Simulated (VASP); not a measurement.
Set up this calculation in VASP 6.6.1, as the native input.

| Item | Value |
| --- | --- |
| Task | single point |
| Functional | LDA |
| Potentials or basis | VASP PAW LDA potentials, release 64 (Bi_d) |
| Cutoff | 520 eV |
| k mesh | 12 × 12 × 12 |
| Occupations | fermi-dirac, width 0.05 eV |
| Spin | no spin polarisation |
| Dipole correction | no |
| Further INCAR settings | ALGO = Normal; EDIFF = 1e-06; NBANDS = 14 |

The structure of Bi lies in POSCAR:

```
Bi
1.0
    2.9179639227      0.0000000000      0.0000000000
    0.0000000000      2.9179639227      0.0000000000
    0.0000000000      0.0000000000      2.9179639227
Bi
1
Direct
    0.0000000000      0.0000000000      0.0000000000
```

This cell differs from its parent crystal: volume scaled by 0.76.

One way to write it, as run:

INCAR

```
SYSTEM = Bi
PREC = Accurate
ENCUT = 520
EDIFF = 1E-6
ISMEAR = -1
SIGMA = 0.05
LREAL = .FALSE.
LASPH = .TRUE.
NELM = 60
ALGO = Normal
ISIF = 2
LWAVE = .FALSE.
LCHARG = .FALSE.
GGA = CA
NBANDS = 14
```

KPOINTS

```
Automatic mesh
0
G
  12 12 12
  0 0 0
```

Potentials or basis: VASP PAW LDA potentials, release 64 (Bi_d).

The run is started by

```console
$ cat potpaw_LDA.64/Bi_d/POTCAR > POTCAR
$ mpirun -np 1 vasp_std > vasp.out
```

Results of the run:

The pressure is 29.6 GPa.

Run time: 31 s on 1 thread of AMD EPYC 7R13, on a shared host, peak memory 0.11 GiB.
